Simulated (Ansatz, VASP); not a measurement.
**CuO: VASP beside Ansatz**

```xyz
4
Lattice="2.3418 -1.7113 0.0000 2.3418 1.7113 0.0000 -0.8500 0.0000 5.0579" Properties=species:S:1:pos:R:3 pbc="T T T"
Cu    0.7459   -0.8557    2.5289
Cu    1.1709    0.8557    0.0000
O     1.7043    0.2793    3.7934
O     2.1293   -0.2793    1.2645
```

Alike in both runs: task single point; functional PBE; k mesh 10 × 10 × 5; occupations gaussian, width 0.015 eV; no spin polarisation.

|  | VASP | Ansatz |
| --- | --- | --- |
| version | VASP 6.6.1 | Ansatz 0.2.0 |
| potentials or method | VASP PAW PBE potentials, release 64 (Cu_sv_GW, O) | Ansatz PAW |
| plane-wave cutoff (eV) | 820 | 420 |
| valence electrons in the cell | 50 | 50 |

Ansatz gave:

```
gap on the k mesh at the Fermi level (eV)                     : none
pressure (GPa)                                                : 5.7
traceless stress, the component that is largest in VASP (GPa) : -1.30
rms of the force components (eV/Å)                            : 0.107
```

Task: Estimate VASP's values.

Result: gap on the k mesh at the Fermi level (eV): none; pressure (GPa): 4.8; traceless stress, the component that is largest in VASP (GPa): -1.28; rms of the force components (eV/Å): 0.104.

Atom by atom the forces differ by 0.003 eV/Å (rms over components). A gap of «none» marks a metal or a gap that the smearing closes.
